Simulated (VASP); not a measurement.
Wanted: the native input for a VASP 6.6.1 run.

| Quantity | Value |
| --- | --- |
| Task | single point |
| Functional | PBEsol |
| Dispersion | D4 |
| Potentials or basis | VASP PAW PBE potentials, release 64 (Rb_sv) |
| Cutoff | 520 eV |
| k mesh | 5 × 5 × 5 |
| Occupations | fermi-dirac, width 0.15 eV |
| Spin | no spin polarisation |
| Dipole correction | no |
| Further INCAR settings | ALGO = Normal; EDIFF = 1e-07; NBANDS = 10 |

The structure of Rb lies in POSCAR:

```
Rb
1.0
   -2.8025000000      2.8025000000      2.8025000000
    2.8025000000     -2.8025000000      2.8025000000
    2.8025000000      2.8025000000     -2.8025000000
Rb
1
Direct
    0.0000000000      0.0000000000      0.0000000000
```

These files were run (other wordings do the same):

INCAR

```
SYSTEM = Rb
ALGO = Normal
EDIFF = 1E-7
ENCUT = 520
GGA = PS
ISIF = 2
ISMEAR = -1
IVDW = 13
LASPH = .True.
LCHARG = .False.
LREAL = .False.
LWAVE = .False.
NBANDS = 10
NELM = 60
PREC = Accurate
SIGMA = 0.15
```

KPOINTS

```
k-points
0
Gamma
  5 5 5
  0 0 0
```

Potentials or basis: VASP PAW PBE potentials, release 64 (Rb_sv).

The run is started by

```bash
$ cat potpaw_PBE.64/Rb_sv/POTCAR > POTCAR
$ mpirun -np 1 vasp_std > vasp.out
```

It gave:

```json
{
 "Pressure": "-0.1 GPa",
 "Dispersion energy per atom": "-0.043 eV"
}
```

Caveat: the PAW data sets were made with another functional, which shifts forces and pressure a little; pairwise dispersion overbinds metals, which lowers pressure and volume.

Wall time 13 s on 1 thread of Intel(R) Xeon(R) Platinum 8175M CPU @ 2.50GHz (Skylake/Cascade Lake) (shared host), peak memory 0.19 GiB.
